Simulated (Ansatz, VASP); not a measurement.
## Two plane-wave programs on O

```
O
1.0
    12.00000    0.00000    0.00000
     0.00000   12.30000    0.00000
     0.00000    0.00000   12.60000
O
2
Cartesian
  6.0000 6.1500 5.6877
  6.0000 6.1500 6.9123
```

Alike in both runs: functional RPBE; k mesh 1 × 1 × 1; occupations fermi-dirac, width 0.01 eV; collinear spin.

Ansatz relaxed the structure, and its values are those at the end. VASP's run is a single point on that final structure, the one shown.

|  | VASP | Ansatz |
| --- | --- | --- |
| version | VASP 6.6.1 | Ansatz 0.2.0 |
| potentials or method | VASP PAW PBE potentials, release 64 (O), cutoff 520 eV | plane waves (420 eV) with PAW, scalar-relativistic |
| valence electrons in the cell | 12 | 12 |

```tsv
	VASP	Ansatz	Ansatz less VASP
rms of the force components (eV/Å)	0.593	0.000	-0.5926
net moment per atom (μB)	1.00	1.00	0.000
size of the moment on the site where the two differ most (μB)	0.81	0.56	-0.248
```

VASP's potentials were made for PBE, not for RPBE. Site moments also hang on the region over which each program counts them. One of these differences is far larger than is usual between the two programs; its cause wasn't traced. Ansatz's warnings: end state compared.

Noted on VASP's run: the standard files for N, O and F lose accuracy on very short bonds.
